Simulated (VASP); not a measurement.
# Ti (P6_3/mmc) in VASP: a series of runs

Runs on Ti. Level: PBEsol. Tasks: electric field gradients.

Everything below comes from runs of VASP 6.6.1. Logs are shortened: lines on timing, memory, paths and dates and some standing lists are left out, and cuts for length are marked.

### 1 The cell of the first run

Symmetry: P6_3/mmc, No. 194, hexagonal system. The conventional cell has a = 2.910 Å, b = 2.910 Å, c = 4.623 Å, α = 90.00°, β = 90.00°, γ = 120.00°. Ti (site symmetry -6m2) has 12 Ti at 2.86 to 2.91 Å within 3.8 Å.

### 2 Electric field gradients, PBEsol (16.95 Å³/atom)

File INCAR:

```
SYSTEM = Ti
PREC = Accurate ; ENCUT = 520
EDIFF = 1E-8 ; ISMEAR = -1
SIGMA = 0.05 ; LREAL = .False.
LASPH = .True. ; NELM = 100
ALGO = Normal ; ISIF = 2
LWAVE = .False. ; LCHARG = .False.
GGA = PS ; LEFG = .True.
NBANDS = 19
```

File KPOINTS:

```
Automatic mesh
0
Gamma
  14 14 8
  0 0 0
```

File POSCAR:

```
Ti
1.0
    2.9101281370      0.0000000000      0.0000000000
   -1.4550640685      2.5202448949      0.0000000000
    0.0000000000      0.0000000000      4.6226679121
Ti
2
Direct
    0.3333333333      0.6666666667      0.2500000000
    0.6666666667      0.3333333333      0.7500000000
```

Potentials or basis: VASP PAW PBE potentials, release 64 (Ti_sv).

The run is started by

```
$ cat potpaw_PBE.64/Ti_sv/POTCAR > POTCAR
$ mpirun -np 1 vasp_std > vasp.out
```

OUTCAR:

```text
SYSTEM = Ti
   PREC = Accurate
   ENCUT = 520
   EDIFF = 1E-8
   ISMEAR = -1
   LREAL = .False.
   LASPH = .True.
   NELM = 100
   ISIF = 2
   GGA = PS

 ion  position               nearest neighbor table
   1  0.333  0.667  0.250-   2 2.86   2 2.86   2 2.86   2 2.86   2 2.86   2 2.86
   2  0.667  0.333  0.750-   1 2.86   1 2.86   1 2.86   1 2.86   1 2.86   1 2.86

  LATTYP: Found a hexagonal cell.
 ALAT       =     2.9101281370
 C/A-ratio  =     1.5884757284

  Lattice vectors:

 A1 = (   2.9101281370,   0.0000000000,   0.0000000000)
 A2 = (  -1.4550640685,   2.5202448949,   0.0000000000)
 A3 = (   0.0000000000,   0.0000000000,   4.6226679121)

Analysis of symmetry for initial positions (statically):
=====================================================================
 Subroutine PRICEL returns:
 Original cell was already a primitive cell.

 Routine SETGRP: Setting up the symmetry group for a
 hexagonal supercell.

 Subroutine GETGRP returns: Found 24 space group operations
 (whereof 12 operations were pure point group operations)
 out of a pool of 24 trial point group operations.

The static configuration has the point symmetry D_3d.
 The point group associated with its full space group is D_6h.

Analysis of symmetry for dynamics (positions and initial velocities):
=====================================================================
 Subroutine PRICEL returns:
 Original cell was already a primitive cell.

 Routine SETGRP: Setting up the symmetry group for a
 hexagonal supercell.

 Subroutine GETGRP returns: Found 24 space group operations
 (whereof 12 operations were pure point group operations)
 out of a pool of 24 trial point group operations.

The dynamic configuration has the point symmetry D_3d.
 The point group associated with its full space group is D_6h.

 Subroutine INISYM returns: Found 24 space group operations
 (whereof 12 operations are pure point group operations),
 and found     1 'primitive' translations

----------------------------------------------------------------------------------------

                                     Primitive cell

  volume of cell :      33.9037

  direct lattice vectors                    reciprocal lattice vectors
     2.910128137  0.000000000  0.000000000     0.343627481  0.198393418  0.000000000
    -1.455064069  2.520244895  0.000000000     0.000000000  0.396786837  0.000000000
     0.000000000  0.000000000  4.622667912     0.000000000  0.000000000  0.216325295

  length of vectors
     2.910128137  2.910128137  4.622667912     0.396786837  0.396786837  0.216325295

  position of ions in fractional coordinates (direct lattice)
     0.333333333  0.666666667  0.250000000
     0.666666667  0.333333333  0.750000000

  ion indices of the primitive-cell ions
   primitive index   ion index
                 1           1
                 2           2

----------------------------------------------------------------------------------------

 KPOINTS: Automatic mesh

Automatic generation of k-mesh.
 Grid dimensions read from file:
 generate k-points for:   14   14    8

 Generating k-lattice:

  Cartesian coordinates                     Fractional coordinates (reciprocal lattice)
     0.024544820  0.014170958  0.000000000     0.071428571  0.000000000  0.000000000
     0.000000000  0.028341917  0.000000000     0.000000000  0.071428571  0.000000000
     0.000000000  0.000000000  0.027040662     0.000000000  0.000000000  0.125000000

  Length of vectors
     0.028341917  0.028341917  0.027040662

  Shift w.r.t. Gamma in fractional coordinates (k-lattice)
     0.000000000  0.000000000  0.000000000

 Subroutine IBZKPT returns following result:
 ===========================================

 Found    120 irreducible k-points:

 Following reciprocal coordinates:
            Coordinates               Weight
  0.000000  0.000000  0.000000      1.000000
  0.071429 -0.000000  0.000000      6.000000
  0.142857 -0.000000  0.000000      6.000000
  0.214286 -0.000000  0.000000      6.000000
  0.285714 -0.000000  0.000000      6.000000
  0.357143 -0.000000  0.000000      6.000000
[... 16 lines left out ...]
  0.285714  0.285714  0.000000      6.000000
  0.357143  0.285714  0.000000      6.000000
 [... further k-points ...]
   k-points           NKPTS =    120   k-points in BZ     NKDIM =    120   number of bands    NBANDS=     19
   number of dos      NEDOS =    301   number of ions     NIONS =      2
   total plane-waves  NPLWV =  20736
   dimension x,y,z NGX =    24 NGY =   24 NGZ =   36
   dimension x,y,z NGXF=    48 NGYF=   48 NGZF=   72
   ions per type =               2
   NGX,Y,Z   is equivalent  to a cutoff of  13.71, 13.71, 12.95 a.u.
   NGXF,Y,Z  is equivalent  to a cutoff of  27.42, 27.42, 25.89 a.u.
 SYSTEM =  Ti
   PREC   = accura    normal or accurate (medium, high low for compatibility)
   ISTART =      0    job   : 0-new  1-cont  2-samecut
   ICHARG =      2    charge: 1-file 2-atom 10-const
   ISPIN  =      1    spin polarized calculation?
   LNONCOLLINEAR =      F non collinear calculations
   LSORBIT =      F    spin-orbit coupling
   LASPH  =      T    aspherical Exc in radial PAW
   ENCUT  =  520.0 eV  38.22 Ry    6.18 a.u.   5.41  5.41  8.60*2*pi/ulx,y,z
   NELM   =    100;   NELMIN=  2; NELMDL= -5     # of ELM steps
   EDIFF  = 0.1E-07   stopping-criterion for ELM
   LREAL  =      F    real-space projection
   EDIFFG = 0.1E-06   stopping-criterion for IOM
   NSW    =      0    number of steps for IOM
   IBRION =     -1    ionic relax: 0-MD 1-quasi-New 2-CG
   NFREE  =      0    steps in history (QN), initial steepest desc. (CG)
   ISIF   =      2    stress and relaxation
   ISYM   =      2    0-nonsym 1-usesym 2-fastsym
   POTIM  = 0.5000    time-step for ionic-motion
   TEBEG  =    0.0;   TEEND  =   0.0 temperature during run
   PSTRESS=    0.0 pullay stress
   NELECT =      24.0000    total number of electrons
   NUPDOWN=      -1.0000    fix difference up-down
   EMIN   =  10.00;   EMAX   =-10.00  energy-range for DOS
   EFERMI =   0.00;   METHOD = LEGACY
   ISMEAR =    -1;   SIGMA  =   0.05  broadening in eV -4-tet -1-fermi 0-gaus
   EFERMI_NEDOS =   21; number of points for ismear=-14 and -15
   IALGO  =     38    algorithm
   IMIX   =      4    mixing-type and parameters
     AMIX     =   0.40;   BMIX     =  1.00
     AMIX_MAG =   1.60;   BMIX_MAG =  1.00
  volume/ion in A,a.u.               =      16.95       114.40
  Fermi-wavevector in a.u.,A,eV,Ry     =   1.459025  2.757157 28.963455  2.128754
  Thomas-Fermi vector in A             =   2.575641
   LORBIT       =      0    0 simple, 1 ext, 2 COOP (PROOUT), +10 PAW based schemes
   GGA     = PS    functional components
   LHFCALC =     F    Hartree Fock is set to
   AEXX    =    0.0000 exact exchange contribution
   IVDW    =     0    specifies the selected vdW correction
   LEPSILON=     F    determine dielectric tensor
   LRPA    =     F    only Hartree local field effects (RPA)
 non-spin polarized calculation
  energy-cutoff  :      520.00
  volume of cell :       33.90
 maximum number of plane-waves:       935
 NGX is ok and might be reduce to    24
   NGX = 11   NGY = 11   NGZ = 17

 number of electron      23.9999999 magnetization

 Free energy of the ion-electron system (eV)
  ---------------------------------------------------
  ext. energy  EPLUGINS =         0.00000000
  ---------------------------------------------------
  free energy    TOTEN  =       -16.68437359 eV

  energy without entropy =      -16.66823102  energy(sigma->0) =      -16.67630230

 E-fermi :   8.4648     XC(G=0): -11.7520

 val. band max:        8.4440057527   @ k =   0.0000   0.0000   0.3750
 cond. band min:       8.4666620478   @ k =   0.2143   0.2143   0.5000
 fundamental gap:      0.0226562951
 Fermi energy:         8.4648042115

 k-point     1 :       0.0000    0.0000    0.0000
  band No.  band energies     occupation
      1     -48.1216      2.00000
      2     -47.9692      2.00000
      3     -24.8417      2.00000
      4     -24.1377      2.00000
      5     -24.1377      2.00000
      6     -24.0689      2.00000
[... 11 lines left out ...]
     18      10.1407      0.00000
     19      11.7194      0.00000
[... 485 lines left out ...]
 k-point    24 :       0.3571    0.2857    0.0000
  band No.  band energies     occupation
      1     -47.9607      2.00000
      2     -47.9483      2.00000
      3     -24.5697      2.00000
      4     -24.4436      2.00000
      5     -24.4390      2.00000
      6     -24.4042      2.00000
[... 11 lines left out ...]
     18      11.8639      0.00000
     19      14.3127      0.00000

 [... further k-points ...]

------------------------ aborting loop because EDIFF is reached ----------------------------------------

  FORCE on cell =-STRESS in cart. coord.  units (eV):
  Direction    XX          YY          ZZ          XY          YZ          ZX
  --------------------------------------------------------------------------------------
  -------------------------------------------------------------------------------------
  Total       -0.3533964     -0.3533964     -0.4522255      0.0000000      0.0000000      0.0000000
  in kB      -16.7003336    -16.7003336    -21.3706678      0.0000000      0.0000000      0.0000000
  external PRESSURE =     -18.2571116 kB  Pullay stress =       0.0000000 kB

 VOLUME and BASIS-vectors are now :
 -----------------------------------------------------------------------------
  energy-cutoff  :      520.00
  volume of cell :       33.90
      direct lattice vectors                 reciprocal lattice vectors
     2.910128137  0.000000000  0.000000000     0.343627481  0.198393418  0.000000000
    -1.455064069  2.520244895  0.000000000     0.000000000  0.396786837  0.000000000
     0.000000000  0.000000000  4.622667912     0.000000000  0.000000000  0.216325295

 POSITION                                       TOTAL-FORCE (eV/Angst)
 -----------------------------------------------------------------------------------
     -0.00000      1.68016      1.15567         0.000000      0.000000      0.000000
      1.45506      0.84008      3.46700        -0.000000     -0.000000      0.000000
 -----------------------------------------------------------------------------------
    total drift:                               -0.000000      0.000000     -0.000000

  FREE ENERGIE OF THE ION-ELECTRON SYSTEM (eV)
  ---------------------------------------------------
  free  energy   TOTEN  =       -16.6843735866 eV

  energy  without entropy=      -16.6682310169  energy(sigma->0) =      -16.67630230

 Electric field gradients (V/A^2)
---------------------------------------------------------------------
 ion       V_xx      V_yy      V_zz      V_xy      V_xz      V_yz
---------------------------------------------------------------------
   1      -9.182    -9.182    18.364     0.001     0.000    -0.000
   2      -9.182    -9.182    18.364     0.001    -0.000     0.000
---------------------------------------------------------------------

 Electric field gradients after diagonalization (V/A^2)
 (convention: |V_zz| > |V_xx| > |V_yy|)
----------------------------------------------------------------------
 ion       V_xx      V_yy      V_zz     asymmetry (V_yy - V_xx)/ V_zz
----------------------------------------------------------------------
   1      -9.183    -9.181    18.364       0.000
   2      -9.183    -9.181    18.364       0.000
----------------------------------------------------------------------

           NMR quadrupolar parameters

 Cq : quadrupolar parameter    Cq=e*Q*V_zz/h
 eta: asymmetry parameters     (V_yy - V_xx)/ V_zz
 Q  : nuclear electric quadrupole moment in mb (millibarn)
----------------------------------------------------------------------
 ion       Cq(MHz)       eta       Q (mb)
----------------------------------------------------------------------
   1       0.044       0.000       1.000
   2       0.044       0.000       1.000
----------------------------------------------------------------------
```

Run time: 91 s. Hardware: 1 thread of Intel Xeon 8259CL, shared host; peak memory 0.2 GiB.

Results:

```
Free energy                             : -16.6844 eV
Pressure                                : -1.8 GPa
Band gap on the k mesh                  : zero (bands 12 and 13 overlap by 1.05 eV)
Largest electric field gradient by atom : Ti +18.4 V/Å²
```

Electric field gradients, principal values (V/Å²):
| atom | least | middle | greatest (by size) |
| --- | --- | --- | --- |
| 1 Ti | -9.181 | -9.183 | 18.364 |
| 2 Ti | -9.181 | -9.183 | 18.364 |

Caveat: without QUAD_EFG the Cq values of the log hold for a quadrupole moment of 1 mb, not for the nuclei; the PAW data sets were made with another functional, which shifts forces and pressure a little.

### 3 Electric field gradients, PBEsol (equal xx and yy strain of -2 %)

File INCAR:

```
PREC = Accurate ; ENCUT = 520
EDIFF = 1E-8 ; ISMEAR = -1
SIGMA = 0.05 ; LREAL = False
LASPH = True ; NELM = 60
ALGO = Normal ; ISIF = 2
LWAVE = False ; LCHARG = False
GGA = PS ; LEFG = True
NBANDS = 19
```

File KPOINTS:

```
Automatic mesh
0
Gamma
  14 14 8
```

File POSCAR:

```
Ti
1.0
    2.8909979032      0.0000000000      0.0000000000
   -1.4454989516      2.5036776264      0.0000000000
    0.0000000000      0.0000000000      4.6860000000
Ti
2
Direct
    0.3333333333      0.6666666667      0.2500000000
    0.6666666667      0.3333333333      0.7500000000
```

Potentials or basis: VASP PAW PBE potentials, release 64 (Ti_sv).

The run is started by

```
$ cat potpaw_PBE.64/Ti_sv/POTCAR > POTCAR
$ mpirun -np 1 vasp_std > vasp.out
```

OUTCAR:

```text
PREC = Accurate
   ENCUT = 520
   EDIFF = 1E-8
   ISMEAR = -1
   LREAL = False
   LASPH = True
   NELM = 60
   ISIF = 2
   GGA = PS

 ion  position               nearest neighbor table
   1  0.333  0.667  0.250-   2 2.88   2 2.88   2 2.88   2 2.88   2 2.88   2 2.88
   2  0.667  0.333  0.750-   1 2.88   1 2.88   1 2.88   1 2.88   1 2.88   1 2.88

  LATTYP: Found a hexagonal cell.
 ALAT       =     2.8909979032
 C/A-ratio  =     1.6208936004

  Lattice vectors:

 A1 = (   2.8909979032,   0.0000000000,   0.0000000000)
 A2 = (  -1.4454989516,   2.5036776264,   0.0000000000)
 A3 = (   0.0000000000,   0.0000000000,   4.6860000000)

Analysis of symmetry for initial positions (statically):
=====================================================================
 Subroutine PRICEL returns:
 Original cell was already a primitive cell.

 Routine SETGRP: Setting up the symmetry group for a
[... 719 lines left out ...]
  energy-cutoff  :      520.00
  volume of cell :       33.92
      direct lattice vectors                 reciprocal lattice vectors
     2.890997903  0.000000000  0.000000000     0.345901323  0.199706222  0.000000000
    -1.445498952  2.503677626  0.000000000     0.000000000  0.399412444  0.000000000
     0.000000000  0.000000000  4.686000000     0.000000000  0.000000000  0.213401622

 POSITION                                       TOTAL-FORCE (eV/Angst)
 -----------------------------------------------------------------------------------
     -0.00000      1.66912      1.17150         0.000000     -0.000000      0.000000
      1.44550      0.83456      3.51450        -0.000000      0.000000      0.000000
 -----------------------------------------------------------------------------------
    total drift:                               -0.000000      0.000000     -0.000000

  FREE ENERGIE OF THE ION-ELECTRON SYSTEM (eV)
  ---------------------------------------------------
  free  energy   TOTEN  =       -16.6796826999 eV

  energy  without entropy=      -16.6632199594  energy(sigma->0) =      -16.67145133

 Electric field gradients (V/A^2)
---------------------------------------------------------------------
 ion       V_xx      V_yy      V_zz      V_xy      V_xz      V_yz
---------------------------------------------------------------------
   1      -6.955    -6.954    13.909     0.001     0.000    -0.000
   2      -6.955    -6.954    13.909     0.001    -0.000     0.000
---------------------------------------------------------------------

 Electric field gradients after diagonalization (V/A^2)
 (convention: |V_zz| > |V_xx| > |V_yy|)
----------------------------------------------------------------------
 ion       V_xx      V_yy      V_zz     asymmetry (V_yy - V_xx)/ V_zz
----------------------------------------------------------------------
   1      -6.956    -6.953    13.909       0.000
   2      -6.956    -6.953    13.909       0.000
----------------------------------------------------------------------

           NMR quadrupolar parameters

 Cq : quadrupolar parameter    Cq=e*Q*V_zz/h
 eta: asymmetry parameters     (V_yy - V_xx)/ V_zz
 Q  : nuclear electric quadrupole moment in mb (millibarn)
----------------------------------------------------------------------
 ion       Cq(MHz)       eta       Q (mb)
----------------------------------------------------------------------
   1       0.034       0.000       1.000
   2       0.034       0.000       1.000
----------------------------------------------------------------------
```

OSZICAR:

```text
N       E                     dE             d eps       ncg     rms          rms(c)
DAV:   1     0.261071882175E+03    0.26107E+03   -0.13019E+04  4560   0.158E+03
DAV:   2     0.112015508318E+02   -0.24987E+03   -0.24602E+03  4706   0.439E+02
DAV:   3    -0.176668547697E+02   -0.28868E+02   -0.28491E+02  8385   0.123E+02
DAV:   4    -0.188970406089E+02   -0.12302E+01   -0.12287E+01  5318   0.261E+01
DAV:   5    -0.189526230236E+02   -0.55582E-01   -0.55579E-01  6642   0.406E+00    0.127E+01
DAV:   6    -0.166917839633E+02    0.22608E+01   -0.79043E+00  5299   0.285E+01    0.310E+00
DAV:   7    -0.166618163493E+02    0.29968E-01   -0.80489E-01  6864   0.651E+00    0.210E+00
DAV:   8    -0.166872725843E+02   -0.25456E-01   -0.20990E-01  4997   0.536E+00    0.721E-01
DAV:   9    -0.166791214421E+02    0.81511E-02   -0.46291E-02  5185   0.220E+00    0.766E-02
DAV:  10    -0.166796475821E+02   -0.52614E-03   -0.37069E-03  6547   0.347E-01    0.892E-02
DAV:  11    -0.166796916603E+02   -0.44078E-04   -0.12899E-04  5593   0.812E-02    0.447E-02
DAV:  12    -0.166796825852E+02    0.90751E-05   -0.44901E-05  4904   0.603E-02    0.427E-03
DAV:  13    -0.166796824453E+02    0.13991E-06   -0.18673E-06  5955   0.111E-02    0.177E-03
DAV:  14    -0.166796826720E+02   -0.22663E-06   -0.18790E-07  5067   0.304E-03    0.280E-04
DAV:  15    -0.166796827062E+02   -0.34203E-07   -0.36004E-08  4330   0.981E-04    0.161E-04
DAV:  16    -0.166796826999E+02    0.62114E-08   -0.11365E-09  2496   0.328E-04
   1 F= -.16679683E+02 E0= -.16671451E+02  d E =-.164627E-01
```

Run time: 1.7 min. Hardware: 1 thread of Intel Xeon 8259CL, shared host; peak memory 0.2 GiB.

Results:

| Quantity | Value |
| --- | --- |
| Free energy | -16.6797 eV |
| Pressure | -1.9 GPa |
| Band gap on the k mesh | zero (bands 12 and 13 overlap by 1.03 eV) |
| Largest electric field gradient by atom | Ti +13.9 V/Å² |

Stress tensor (GPa, compression positive):
```
-0.99  0.00  0.00
 0.00 -0.99  0.00
 0.00  0.00 -3.72
```

Electric field gradients, principal values (V/Å²):
```
atom   least  middle  greatest (by size)
1 Ti  -6.953  -6.956              13.909
2 Ti  -6.953  -6.956              13.909
```

Caveat: the cell differs from its parent crystal (equal xx and yy strain of -2 %); without QUAD_EFG the Cq values of the log hold for a quadrupole moment of 1 mb, not for the nuclei; the PAW data sets were made with another functional, which shifts forces and pressure a little.

[end of part 1 of 2]

The gap in the log of VASP goes by the Fermi energy; the results here count the filled bands.